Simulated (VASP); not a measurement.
Here is a VASP 6.6.1 calculation.

The input POSCAR:

```
Ti
1.0
    4.6125993047      0.0000000000      0.0000000000
   -2.3062996524      3.9946281754      0.0000000000
    0.0000000000      0.0000000000      2.8542287065
Ti
3
Direct
    0.6666666667      0.3333333333      0.5000000000
    0.3333333333      0.6666666667      0.5000000000
    0.0000000000      0.0000000000      0.0000000000
```

The input INCAR.step1:

```
SYSTEM = Ti
  ALGO = Normal
  EDIFF = 1E-6
  EDIFFG = -0.005
  ENCUT = 410
  GGA = RP
  GGA_COMPAT = .False.
  IBRION = 2
  ISIF = 3
  ISMEAR = -1
  KPAR = 8
  LASPH = .True.
  LCHARG = .False.
  LREAL = .False.
  LWAVE = .False.
  NELM = 120
  NELMIN = 4
  NSW = 80
  POTIM = 0.5
  PREC = Accurate
  SIGMA = 0.03
```

Contents of INCAR.step3:

```
SYSTEM = Ti
  ALGO = Normal
  EDIFF = 1E-6
  ENCUT = 410
  GGA = RP
  GGA_COMPAT = .False.
  ISIF = 2
  ISMEAR = -1
  KPAR = 8
  LASPH = .True.
  LCHARG = .False.
  LREAL = .False.
  LWAVE = .False.
  NELM = 120
  PREC = Accurate
  SIGMA = 0.03
```

The input KPOINTS:

```
Automatic mesh
0
Gamma
  8 8 11
  0 0 0
```

Potentials or basis: VASP PAW PBE potentials, release 64 (Ti_sv).

Launch:

```bash
$ cat potpaw_PBE.64/Ti_sv/POTCAR > POTCAR
$ cp INCAR.step1 INCAR
$ cp POSCAR.step1 POSCAR
$ mpirun -np 8 vasp_std > vasp.out
$ cp CONTCAR POSCAR
$ mpirun -np 8 vasp_std > vasp.out
$ cp CONTCAR POSCAR
$ cp INCAR.step3 INCAR
$ mpirun -np 8 vasp_std > vasp.out
```

(1) Estimate the band gap on the k mesh.

(2) Estimate the space group after relaxing (to 0.1 Å).

(3) What does it give for the relaxed cell?

(4) Estimate the relaxed volume.

Answers

(1) zero (bands 18 and 19 overlap by 0.21 eV).

(2) P6/mmm (No. 191).

(3) a = 4.615 Å, b = 4.615 Å, c = 2.847 Å, α = 90.00°, β = 90.00°, γ = 120.00°.

(4) 17.51 Å³/atom.

Caveat: the PAW data sets were made with another functional, which shifts forces and pressure a little.
